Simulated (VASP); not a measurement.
# SnO2 (P6_3/mmc) in VASP: notebook

The runs below take SnO2 through single point, with PBEsol+D3(BJ).

Everything below comes from runs of VASP 6.6.1. Logs are shortened: lines on timing, memory, paths and dates and some standing lists are left out, and cuts for length are marked.

## Step 1: The cell of the first run

Symmetry: P6_3/mmc, No. 194, hexagonal system. Conventional cell: a = 3.231 Å, b = 3.231 Å, c = 10.791 Å, α = 90.00°, β = 90.00°, γ = 120.00°. Within 2.8 Å of Sn (site symmetry -3m) lie 6 O at 2.12 Å. Within 2.8 Å of O (site symmetry 3m) lie 3 Sn at 2.12 Å and 3 O at 2.76 Å.

## Step 2: Single point, PBEsol+D3(BJ)

INCAR reads:

```
  PREC = Accurate
  ENCUT = 520
  EDIFF = 1E-6
  ISMEAR = 0
  SIGMA = 0.01
  LREAL = F
  LASPH = T
  NELM = 100
  ALGO = Normal
  ISIF = 2
  LWAVE = F
  LCHARG = T
  GGA = PS
  IVDW = 12
  LELF = T
  LVHAR = T
  NBANDS = 35
```

KPOINTS reads:

```
regular mesh
0
Gamma
  6 6 2
```

POSCAR reads:

```
SnO2
1.0
    3.2305756200      0.0000000000      0.0000000000
   -1.6152878100      2.7977605500      0.0000000000
    0.0000000000      0.0000000000     10.7905620000
Sn O
2 4
Direct
    0.0000000000      0.0000000000      0.5000000000
    0.0000000000      0.0000000000      0.0000000000
    0.6666666667      0.3333333333      0.4058620000
    0.6666666667      0.3333333333      0.0941380000
    0.3333333333      0.6666666667      0.5941380000
    0.3333333333      0.6666666667      0.9058620000
```

Potentials or basis: VASP PAW PBE potentials, release 64 (Sn_d, O).

The run is started by

```bash
$ cat potpaw_PBE.64/Sn_d/POTCAR potpaw_PBE.64/O/POTCAR > POTCAR
$ mpirun -np 1 vasp_std > vasp.out
```

OUTCAR:

```text
PREC = Accurate
   ENCUT = 520
   EDIFF = 1E-6
   ISMEAR = 0
   LREAL = F
   LASPH = T
   NELM = 100
   ISIF = 2
   GGA = PS
   IVDW = 12
 IVDW          = 12

 ion  position               nearest neighbor table
   1  0.000  0.000  0.500-   5 2.12   3 2.12   5 2.12   3 2.12   3 2.12   5 2.12
   2  0.000  0.000  0.000-   6 2.12   4 2.12   6 2.12   4 2.12   4 2.12   6 2.12
   3  0.667  0.333  0.406-   1 2.12   1 2.12   1 2.12
   4  0.667  0.333  0.094-   2 2.12   2 2.12   2 2.12
   5  0.333  0.667  0.594-   1 2.12   1 2.12   1 2.12
   6  0.333  0.667  0.906-   2 2.12   2 2.12   2 2.12

  LATTYP: Found a hexagonal cell.
 ALAT       =     3.2305756200
 C/A-ratio  =     3.3401360220

  Lattice vectors:

 A1 = (   3.2305756200,   0.0000000000,   0.0000000000)
 A2 = (  -1.6152878100,   2.7977605500,   0.0000000000)
 A3 = (   0.0000000000,   0.0000000000,  10.7905620000)

Analysis of symmetry for initial positions (statically):
=====================================================================
 Subroutine PRICEL returns:
 Original cell was already a primitive cell.

 Routine SETGRP: Setting up the symmetry group for a
 hexagonal supercell.

 Subroutine GETGRP returns: Found 24 space group operations
 (whereof 12 operations were pure point group operations)
 out of a pool of 24 trial point group operations.

The static configuration has the point symmetry D_3d.
 The point group associated with its full space group is D_6h.

Analysis of symmetry for dynamics (positions and initial velocities):
=====================================================================
 Subroutine PRICEL returns:
 Original cell was already a primitive cell.

 Routine SETGRP: Setting up the symmetry group for a
 hexagonal supercell.

 Subroutine GETGRP returns: Found 24 space group operations
 (whereof 12 operations were pure point group operations)
 out of a pool of 24 trial point group operations.

The dynamic configuration has the point symmetry D_3d.
 The point group associated with its full space group is D_6h.

 Subroutine INISYM returns: Found 24 space group operations
 (whereof 12 operations are pure point group operations),
 and found     1 'primitive' translations

----------------------------------------------------------------------------------------

                                     Primitive cell

  volume of cell :      97.5292

  direct lattice vectors                    reciprocal lattice vectors
     3.230575620  0.000000000  0.000000000     0.309542360  0.178714365  0.000000000
    -1.615287810  2.797760550  0.000000000     0.000000000  0.357428730  0.000000000
     0.000000000  0.000000000 10.790562000     0.000000000  0.000000000  0.092673579
[... 87 lines left out ...]
   ISIF   =      2    stress and relaxation
   ISYM   =      2    0-nonsym 1-usesym 2-fastsym
   POTIM  = 0.5000    time-step for ionic-motion
   TEBEG  =    0.0;   TEEND  =   0.0 temperature during run
   PSTRESS=    0.0 pullay stress
   NELECT =      52.0000    total number of electrons
   NUPDOWN=      -1.0000    fix difference up-down
   EMIN   =  10.00;   EMAX   =-10.00  energy-range for DOS
   EFERMI =   0.00;   METHOD = LEGACY
   ISMEAR =     0;   SIGMA  =   0.01  broadening in eV -4-tet -1-fermi 0-gaus
   EFERMI_NEDOS =   21; number of points for ismear=-14 and -15
   IALGO  =     38    algorithm
   IMIX   =      4    mixing-type and parameters
     AMIX     =   0.40;   BMIX     =  1.00
     AMIX_MAG =   1.60;   BMIX_MAG =  1.00
  volume/ion in A,a.u.               =      16.25       109.69
  Fermi-wavevector in a.u.,A,eV,Ry     =   1.327490  2.508591 23.976574  1.762228
  Thomas-Fermi vector in A             =   2.456798
   LORBIT       =      0    0 simple, 1 ext, 2 COOP (PROOUT), +10 PAW based schemes
   GGA     = PS    functional components
   LHFCALC =     F    Hartree Fock is set to
   AEXX    =    0.0000 exact exchange contribution
   IVDW    =    12    specifies the selected vdW correction
   LEPSILON=     F    determine dielectric tensor
   LRPA    =     F    only Hartree local field effects (RPA)
 non-spin polarized calculation
 Gauss-broadening in eV      SIGMA  =   0.01
  energy-cutoff  :      520.00
  volume of cell :       97.53
 maximum number of plane-waves:      2670
   NGX = 13   NGY = 13   NGZ = 41

 number of electron      51.9999995 magnetization

 Free energy of the ion-electron system (eV)
  ---------------------------------------------------
  ext. energy  EPLUGINS =         0.00000000
  ---------------------------------------------------
  free energy    TOTEN  =       -38.51294801 eV

  energy without entropy =      -38.51294801  energy(sigma->0) =      -38.51294801

 E-fermi :   2.1001     XC(G=0):  -9.3490

 val. band max:        1.9725242002   @ k =   0.3333   0.1667   0.0000
 cond. band min:       4.0376533478   @ k =   0.0000   0.0000   0.0000
 fundamental gap:      2.0651291476
 Fermi energy:         2.1000591250

 k-point     1 :       0.0000    0.0000    0.0000
  band No.  band energies     occupation
      1     -17.9478      2.00000
      2     -17.9470      2.00000
      3     -17.7241      2.00000
      4     -17.7241      2.00000
      5     -17.7240      2.00000
      6     -17.7240      2.00000
[... 521 lines left out ...]
     34      12.0490      0.00000
     35      13.9564      0.00000

------------------------ aborting loop because EDIFF is reached ----------------------------------------

 Edisp (eV)   -0.82565

 E8    (eV) :    -0.5178

  FORCE on cell =-STRESS in cart. coord.  units (eV):
  Direction    XX          YY          ZZ          XY          YZ          ZX
  --------------------------------------------------------------------------------------
  -------------------------------------------------------------------------------------
  Total      -3.80061    -3.80061    -2.10041     0.00000     0.00000    -0.00000
  in kB     -62.43525   -62.43525   -34.50490     0.00000     0.00000    -0.00000
  external pressure =      -53.13 kB  Pullay stress =        0.00 kB

 VOLUME and BASIS-vectors are now :
 -----------------------------------------------------------------------------
  energy-cutoff  :      520.00
  volume of cell :       97.53
      direct lattice vectors                 reciprocal lattice vectors
     3.230575620  0.000000000  0.000000000     0.309542360  0.178714365  0.000000000
    -1.615287810  2.797760550  0.000000000     0.000000000  0.357428730  0.000000000
     0.000000000  0.000000000 10.790562000     0.000000000  0.000000000  0.092673579

 POSITION                                       TOTAL-FORCE (eV/Angst)
 -----------------------------------------------------------------------------------
      0.00000      0.00000      5.39528         0.000000      0.000000     -0.000000
      0.00000      0.00000      0.00000         0.000000      0.000000     -0.000000
      1.61529      0.93259      4.37948        -0.000000     -0.000000      0.328664
      1.61529      0.93259      1.01580         0.000000     -0.000000     -0.328664
     -0.00000      1.86517      6.41108        -0.000000      0.000000     -0.328664
     -0.00000      1.86517      9.77476         0.000000      0.000000      0.328664
 -----------------------------------------------------------------------------------
    total drift:                               -0.000000      0.000000      0.000000

  FREE ENERGIE OF THE ION-ELECTRON SYSTEM (eV)
  ---------------------------------------------------
  free  energy   TOTEN  =       -39.3385987904 eV

  energy  without entropy=      -39.3385987904  energy(sigma->0) =      -39.33859879
```

OSZICAR:

```text
N       E                     dE             d eps       ncg     rms          rms(c)
DAV:   1     0.631939885776E+03    0.63194E+03   -0.25733E+04  1083   0.208E+03
DAV:   2     0.627234371662E+02   -0.56922E+03   -0.53453E+03  1068   0.585E+02
DAV:   3    -0.382080386909E+02   -0.10093E+03   -0.99349E+02  1089   0.207E+02
DAV:   4    -0.435792610974E+02   -0.53712E+01   -0.53386E+01  1189   0.534E+01
DAV:   5    -0.437302570254E+02   -0.15100E+00   -0.15079E+00  1235   0.919E+00    0.140E+01
DAV:   6    -0.385275725627E+02    0.52027E+01   -0.15568E+01  1468   0.610E+01    0.610E+00
DAV:   7    -0.385687371404E+02   -0.41165E-01   -0.18852E+00  1075   0.780E+00    0.312E+00
DAV:   8    -0.385194749689E+02    0.49262E-01   -0.18953E-01  1436   0.346E+00    0.900E-01
DAV:   9    -0.385110009513E+02    0.84740E-02   -0.29198E-02  1414   0.256E+00    0.131E-01
DAV:  10    -0.385127591725E+02   -0.17582E-02   -0.61682E-03  1266   0.788E-01    0.715E-02
DAV:  11    -0.385129045074E+02   -0.14533E-03   -0.58503E-04  1498   0.256E-01    0.215E-02
DAV:  12    -0.385129452829E+02   -0.40776E-04   -0.58479E-05  1165   0.468E-02    0.140E-02
DAV:  13    -0.385129475002E+02   -0.22173E-05   -0.84904E-06  1143   0.251E-02    0.202E-03
DAV:  14    -0.385129480121E+02   -0.51188E-06   -0.16124E-06   869   0.127E-02
   1 F= -.39338599E+02 E0= -.39338599E+02  d E =-.216070E-73
```

stdout:

```text
POSCAR found type information on POSCAR SnO
 POSCAR found :  2 types and       6 ions
 scaLAPACK will be used
 -----------------------------------------------------------------------------
|                                                                             |
|                                                                             |
|     You enforced a specific xc type in the INCAR file but a different       |
|     I HOPE YOU KNOW WHAT YOU ARE DOING!                                     |
|                                                                             |
 -----------------------------------------------------------------------------

 LDA part: xc-table for (Slater+PW92), standard interpolation
 POSCAR, INCAR and KPOINTS ok, starting setup
 FFT: planning ... GRIDC
 FFT: planning ... GRID_SOFT
 FFT: planning ... GRID
 WAVECAR not read
 entering main loop
```

Wall time 66 s (1 thread of AMD EPYC 7R13, shared host); peak memory 0.19 GiB.

Results:

- Free energy: -39.3386 eV
- Pressure: -5.3 GPa
- Largest force: 0.329 eV/Å
- Band gap on the k mesh: 2.07 eV, indirect (least direct gap 2.45 eV)
- Dispersion energy per atom: -0.138 eV

Forces on the atoms (eV/Å):
```
Sn   0.000  0.000  0.000
Sn   0.000  0.000  0.000
O    0.000  0.000  0.329
O    0.000  0.000 -0.329
O    0.000  0.000 -0.329
O    0.000  0.000  0.329
```

Levels at points of the mesh, in eV from the valence-band top:
```tsv
k point	band 22	band 23	band 24	band 25	band 26	band 27	band 28	band 29	band 30	band 31
(0.00, 0.00, 0.00)	-0.88	-0.88	-0.86	-0.86	-0.39	2.07	2.77	5.33	5.67	10.13
(0.50, 0.00, 0.00)	-1.16	-0.54	-0.51	-0.44	-0.07	5.05	5.18	6.86	7.43	9.84
(0.00, 0.00, 0.50)	-0.87	-0.87	-0.87	-0.71	-0.71	2.43	2.43	5.51	5.51	10.22
(0.50, 0.00, 0.50)	-1.31	-0.53	-0.53	-0.24	-0.24	5.12	5.12	7.13	7.13	10.02
```

Caveat: the PAW data sets were made with another functional, which shifts forces and pressure a little; spin-orbit coupling is left out, which moves the levels of the heavy elements. A k mesh can miss the band edges.

## Step 3: Single point, PBEsol+D3(BJ)

INCAR reads:

```
SYSTEM = SnO2
ALGO     = Normal         ! electronic algorithm
EDIFF    = 1E-6           ! SCF threshold, eV
ENCUT    = 520            ! plane-wave cutoff, eV
GGA      = PS             ! functional
ISIF     = 2              ! what is computed and relaxed
ISMEAR   = 0              ! smearing method
IVDW     = 12             ! dispersion correction
LASPH    = .True.         ! aspherical terms in the spheres
LCHARG   = .True.         ! write CHGCAR
LELF     = .True.         ! ELF
LREAL    = .False.        ! projectors in reciprocal space
LVHAR    = .True.       
LWAVE    = .False.        ! write WAVECAR
NBANDS   = 35             ! bands
NELM     = 100            ! most SCF steps
PREC     = Accurate       ! precision mode
SIGMA    = 0.01           ! smearing width, eV
```

KPOINTS reads:

```
k-points
0
Gamma
  6 6 2
  0 0 0
```

POSCAR is that of step 2.

Potentials or basis: VASP PAW PBE potentials, release 64 (Sn_d, O).

The run is started by

```bash
$ cat potpaw_PBE.64/Sn_d/POTCAR potpaw_PBE.64/O/POTCAR > POTCAR
$ mpirun -np 1 vasp_std > vasp.out
```

It took 86 s on 1 thread of AMD EPYC 7R13, shared host; peak memory 0.19 GiB.

Results (log left out):

- Free energy: -39.3386 eV
- Pressure: -5.3 GPa
- Largest force: 0.329 eV/Å
- Band gap on the k mesh: 2.07 eV, indirect (least direct gap 2.45 eV)
- Dispersion energy per atom: -0.138 eV

Forces in eV/Å, atoms in the order of the input:
```
Sn   0.000  0.000  0.000
Sn   0.000  0.000  0.000
O    0.000  0.000  0.329
O    0.000  0.000 -0.329
O    0.000  0.000 -0.329
O    0.000  0.000  0.329
```

Stress tensor (GPa, compression positive):
```
-6.24  0.00  0.00
 0.00 -6.24  0.00
 0.00  0.00 -3.45
```

Levels at points of the mesh, in eV from the valence-band top:
| k point | band 24 | band 25 | band 26 | band 27 | band 28 | band 29 |
| --- | --- | --- | --- | --- | --- | --- |
| (0.00, 0.00, 0.00) | -0.86 | -0.86 | -0.39 | 2.07 | 2.77 | 5.33 |
| (0.50, 0.00, 0.00) | -0.51 | -0.44 | -0.07 | 5.05 | 5.18 | 6.86 |
| (0.00, 0.00, 0.50) | -0.87 | -0.71 | -0.71 | 2.43 | 2.43 | 5.51 |
| (0.50, 0.00, 0.50) | -0.53 | -0.24 | -0.24 | 5.12 | 5.12 | 7.13 |

Caveat: the PAW data sets were made with another functional, which shifts forces and pressure a little; spin-orbit coupling is left out, which moves the levels of the heavy elements. A hybrid or GW would open this gap; PBEsol tends to underestimate it.
